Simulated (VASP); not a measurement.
# Sr (Im-3m) in VASP: notebook, part 2 of 2

VASP 6.6.1. Earlier steps stand in the parts before.

### Step 3. Single point, r2SCAN

The input, POSCAR:

```
Sr
1.0
   -2.4250000000      2.4250000000      2.4250000000
    2.4250000000     -2.4250000000      2.4250000000
    2.4250000000      2.4250000000     -2.4250000000
Sr
1
Direct
    0.0000000000      0.0000000000      0.0000000000
```

The input, INCAR.step1:

```
SYSTEM = Sr
PREC = Accurate
ENCUT = 520
ISMEAR = 0
SIGMA = 0.1
LREAL = .False.
LASPH = .True.
NELM = 60
NBANDS = 11
GGA = PE
ALGO = Normal
EDIFF = 1E-4
LWAVE = .True.
LCHARG = .False.
```

The input, INCAR.step2:

```
SYSTEM = Sr
PREC = Accurate
ENCUT = 520
EDIFF = 1E-6
ISMEAR = 0
SIGMA = 0.1
LREAL = .False.
LASPH = .True.
NELM = 60
ALGO = Normal
ISIF = 2
LWAVE = .False.
LCHARG = .False.
METAGGA = R2SCAN
LMIXTAU = .True.
NBANDS = 11
ISTART = 1
```

The input, KPOINTS:

```
regular mesh
0
Gamma
  1 1 1
  0 0 0
```

Potentials or basis: VASP PAW PBE potentials, release 64 (Sr_sv).

The run is started by

```sh
cat potpaw_PBE.64/Sr_sv/POTCAR > POTCAR
cp INCAR.step1 INCAR
mpirun -np 1 vasp_gam > vasp.out
cp INCAR.step2 INCAR
mpirun -np 1 vasp_gam > vasp.out
```

OUTCAR:

```text
SYSTEM = Sr
   PREC = Accurate
   ENCUT = 520
   EDIFF = 1E-6
   ISMEAR = 0
   LREAL = .False.
   LASPH = .True.
   NELM = 60
   ISIF = 2
   METAGGA = R2SCAN
   ISTART = 1

 ion  position               nearest neighbor table
   1  0.000  0.000  0.000-

  LATTYP: Found a body centered cubic cell.
 ALAT       =     4.8500000000

  Lattice vectors:

 A1 = (  -2.4250000000,   2.4250000000,   2.4250000000)
 A2 = (   2.4250000000,  -2.4250000000,   2.4250000000)
[... 169 lines left out ...]
     10       5.3777      0.00000
     11       9.8273      0.00000

------------------------ aborting loop because EDIFF is reached ----------------------------------------

  FORCE on cell =-STRESS in cart. coord.  units (eV):
  Direction    XX          YY          ZZ          XY          YZ          ZX
  --------------------------------------------------------------------------------------
  -------------------------------------------------------------------------------------
  Total       -1.2960643     -1.2960643     -1.2960643      0.0000000      0.0000000      0.0000000
  in kB      -36.4033976    -36.4033976    -36.4033976      0.0000000      0.0000000      0.0000000
  external PRESSURE =     -36.4033976 kB  Pullay stress =       0.0000000 kB

 VOLUME and BASIS-vectors are now :
 -----------------------------------------------------------------------------
  energy-cutoff  :      520.00
  volume of cell :       57.04
      direct lattice vectors                 reciprocal lattice vectors
    -2.425000000  2.425000000  2.425000000     0.000000000  0.206185567  0.206185567
     2.425000000 -2.425000000  2.425000000     0.206185567  0.000000000  0.206185567
     2.425000000  2.425000000 -2.425000000     0.206185567  0.206185567  0.000000000

 POSITION                                       TOTAL-FORCE (eV/Angst)
 -----------------------------------------------------------------------------------
      0.00000      0.00000      0.00000         0.000000      0.000000      0.000000
 -----------------------------------------------------------------------------------
    total drift:                               -0.000000      0.000000     -0.000000

  FREE ENERGIE OF THE ION-ELECTRON SYSTEM (eV)
  ---------------------------------------------------
  free  energy   TOTEN  =       -19.6472243084 eV

  energy  without entropy=      -19.6472243084  energy(sigma->0) =      -19.64722431
```

OSZICAR.step1:

```text
N       E                     dE             d eps       ncg     rms          rms(c)
DAV:   1     0.125555708172E+03    0.12556E+03   -0.42473E+03    22   0.744E+02
DAV:   2     0.337349967700E+01   -0.12218E+03   -0.11967E+03    36   0.147E+02
DAV:   3    -0.584074341898E+01   -0.92142E+01   -0.91906E+01    25   0.551E+01
DAV:   4    -0.592267126347E+01   -0.81928E-01   -0.81925E-01    30   0.562E+00
DAV:   5    -0.592279004067E+01   -0.11878E-03   -0.11878E-03    22   0.268E-01    0.507E-01
DAV:   6    -0.592402820307E+01   -0.12382E-02   -0.14624E-03    22   0.299E-01    0.341E-01
DAV:   7    -0.592506738798E+01   -0.10392E-02   -0.66097E-03    22   0.581E-01    0.913E-02
DAV:   8    -0.592515981957E+01   -0.92432E-04   -0.11060E-03    30   0.218E-01    0.672E-02
DAV:   9    -0.592516460438E+01   -0.47848E-05   -0.67615E-05    11   0.915E-02
   1 F= -.59251646E+01 E0= -.59251646E+01  d E =-.152492E-12
```

It took 8.8 s on 1 thread of Intel Xeon Platinum 8488C (Sapphire Rapids), shared host; peak memory 0.17 GiB.

The run converged, but its numbers aren't listed here, since they failed a check.

Caveat: the k points lie up to 1.83 Å⁻¹ apart; the mesh shows a gap though the element is a metal; the PAW data sets were made with another functional, which shifts forces and pressure a little.

### Step 4. Single point, PBE

The input, INCAR:

```
PREC = Accurate
ENCUT = 520
EDIFF = 1E-6
ISMEAR = 0
SIGMA = 0.1
LREAL = False
LASPH = True
NELM = 80
ALGO = Normal
ISIF = 2
LWAVE = False
LCHARG = True
GGA = PE
LELF = True
LVHAR = True
NBANDS = 11
NELECT = 9.5
```

The input, KPOINTS:

```
Automatic mesh
0
Gamma
  4 4 4
```

POSCAR is that of step 3.

The run is started by

```sh
cat potpaw_PBE.64/Sr_sv/POTCAR > POTCAR
mpirun -np 1 vasp_std > vasp.out
```

Wall time 4.1 s (1 thread of Intel Xeon Platinum 8488C (Sapphire Rapids), shared host); peak memory 0.17 GiB.

The run converged. Its results:

```
Free energy : -2.3560 eV
```

Levels at points of the mesh, in eV from the Fermi level:
| k point | band 1 | band 2 | band 3 | band 4 | band 5 | band 6 | band 7 | band 8 | band 9 | band 10 |
| --- | --- | --- | --- | --- | --- | --- | --- | --- | --- | --- |
| (0.00, 0.00, 0.00) | -36.10 | -17.98 | -17.98 | -17.98 | -2.67 | 3.08 | 3.08 | 3.08 | 4.36 | 4.36 |
| (0.50, 0.00, 0.00) | -36.09 | -18.15 | -18.04 | -17.98 | -0.10 | 1.09 | 2.01 | 4.17 | 4.79 | 5.89 |
| (0.50, 0.50, 0.50) | -36.08 | -18.11 | -18.11 | -18.11 | 0.77 | 0.77 | 4.37 | 4.37 | 4.37 | 5.53 |

Caveat: the k points lie up to 0.46 Å⁻¹ apart; the cell carries a net charge on a neutralising background, which shifts energy and pressure; the cell is charged against a uniform background, so pressure and absolute levels hang on convention.

### Step 5. Single point, PBE

The input, INCAR:

```
SYSTEM = Sr
PREC     = Accurate       ! precision mode
ENCUT    = 520            ! plane-wave cutoff, eV
EDIFF    = 1E-7           ! SCF threshold, eV
ISMEAR   = 0              ! smearing method
SIGMA    = 0.1            ! smearing width, eV
LREAL    = .FALSE.        ! projectors in reciprocal space
LASPH    = .TRUE.         ! aspherical terms in the spheres
NELM     = 80             ! most SCF steps
ALGO     = Normal         ! electronic algorithm
ISIF     = 2              ! what is computed and relaxed
LWAVE    = .FALSE.        ! write WAVECAR
LCHARG   = .FALSE.        ! write CHGCAR
GGA      = PE             ! functional
NBANDS   = 11             ! bands
```

The input, KPOINTS:

```
Automatic mesh
0
G
  4 4 4
  0 0 0
```

POSCAR is that of step 4.

Potentials or basis: VASP PAW PBE potentials, release 64 (Sr_sv).

The run is started by

```sh
cat potpaw_PBE.64/Sr_sv/POTCAR > POTCAR
mpirun -np 1 vasp_std > vasp.out
```

OUTCAR:

```text
SYSTEM = Sr
   PREC = Accurate
   ENCUT = 520
   EDIFF = 1E-7
   ISMEAR = 0
   LREAL = .FALSE.
   LASPH = .TRUE.
   NELM = 80
   ISIF = 2
   GGA = PE

 ion  position               nearest neighbor table
   1  0.000  0.000  0.000-

  LATTYP: Found a body centered cubic cell.
 ALAT       =     4.8500000000

  Lattice vectors:

 A1 = (  -2.4250000000,   2.4250000000,   2.4250000000)
 A2 = (   2.4250000000,  -2.4250000000,   2.4250000000)
[... 273 lines left out ...]
     10       6.3268      0.00000
     11       6.3268      0.00000

------------------------ aborting loop because EDIFF is reached ----------------------------------------

  FORCE on cell =-STRESS in cart. coord.  units (eV):
  Direction    XX          YY          ZZ          XY          YZ          ZX
  --------------------------------------------------------------------------------------
  -------------------------------------------------------------------------------------
  Total       -0.2792182     -0.2792182     -0.2792182     -0.0000000     -0.0000000      0.0000000
  in kB       -7.8425816     -7.8425816     -7.8425816     -0.0000000     -0.0000000      0.0000000
  external PRESSURE =      -7.8425816 kB  Pullay stress =       0.0000000 kB

 VOLUME and BASIS-vectors are now :
 -----------------------------------------------------------------------------
  energy-cutoff  :      520.00
  volume of cell :       57.04
      direct lattice vectors                 reciprocal lattice vectors
    -2.425000000  2.425000000  2.425000000     0.000000000  0.206185567  0.206185567
     2.425000000 -2.425000000  2.425000000     0.206185567  0.000000000  0.206185567
     2.425000000  2.425000000 -2.425000000     0.206185567  0.206185567  0.000000000

 POSITION                                       TOTAL-FORCE (eV/Angst)
 -----------------------------------------------------------------------------------
      0.00000      0.00000      0.00000        -0.000000     -0.000000     -0.000000
 -----------------------------------------------------------------------------------
    total drift:                                0.000000      0.000000     -0.000000

  FREE ENERGIE OF THE ION-ELECTRON SYSTEM (eV)
  ---------------------------------------------------
  free  energy   TOTEN  =        -1.6281886638 eV

  energy  without entropy=       -1.6164325908  energy(sigma->0) =       -1.62231063
```

It took 3.9 s on 1 thread of Intel Xeon Platinum 8488C (Sapphire Rapids), shared host; peak memory 0.17 GiB.

What came out:

- Free energy: -1.6282 eV
- Pressure: -0.8 GPa
- Band gap on the k mesh: zero (band 5 reaches 1.80 eV, above the bottom of band 6 at 1.37 eV)

Caveat: the k points lie up to 0.46 Å⁻¹ apart.

### Step 6. Single point, PBEsol

The input, INCAR:

```
SYSTEM = Sr
  ALGO = Normal
  EDIFF = 1E-7
  ENCUT = 520
  GGA = PS
  ISIF = 2
  ISMEAR = 0
  LASPH = .TRUE.
  LCHARG = .FALSE.
  LREAL = .FALSE.
  LWAVE = .FALSE.
  NBANDS = 11
  NELM = 60
  PREC = Accurate
  SIGMA = 0.1
```

The input, KPOINTS:

```
k-points
0
G
  4 4 4
  0 0 0
```

POSCAR is that of step 5.

Potentials or basis: VASP PAW PBE potentials, release 64 (Sr_sv).

The run is started by

```sh
cat potpaw_PBE.64/Sr_sv/POTCAR > POTCAR
mpirun -np 1 vasp_std > vasp.out
```

It took 3.8 s on 1 thread of Intel Xeon Platinum 8488C (Sapphire Rapids), shared host; peak memory 0.17 GiB.

It converged, with:

- Free energy: -1.8167 eV
- Pressure: -1.3 GPa
- Band gap on the k mesh: zero (band 5 reaches 1.71 eV, above the bottom of band 6 at 1.29 eV)

Levels at points of the mesh, in eV from the Fermi level:
```
           k point  band 2  band 3  band 4  band 5  band 6  band 7  band 8  band 9
(0.00, 0.00, 0.00)  -18.46  -18.46  -18.46   -3.56    2.36    2.36    2.36    3.65
(0.50, 0.00, 0.00)  -18.64  -18.52  -18.46   -0.95    0.23    1.25    3.45    4.12
(0.50, 0.50, 0.50)  -18.59  -18.59  -18.59   -0.05   -0.05    3.51    3.51    3.51
```

Caveat: the k points lie up to 0.46 Å⁻¹ apart; the PAW data sets were made with another functional, which shifts forces and pressure a little.

### Step 7. The runs side by side

```tsv
level	k mesh	gap on the mesh (eV)	pressure (GPa)
PBE	2 × 2 × 2	none	-3.7
PBE	4 × 4 × 4	none	-0.8
PBEsol	4 × 4 × 4	none	-1.3
```

Alike in all rows: task single point; potentials or basis VASP PAW PBE potentials, release 64 (Sr_sv); no spin polarisation; cell as given; cutoff (eV) 520; smearing gaussian 0.1 eV.

Caveats: all runs use coarse meshes; the PAW data sets were made with another functional, which shifts forces and pressure a little (some runs).

Total energies depend on the potentials used, so only differences within one code and one set of settings carry meaning.
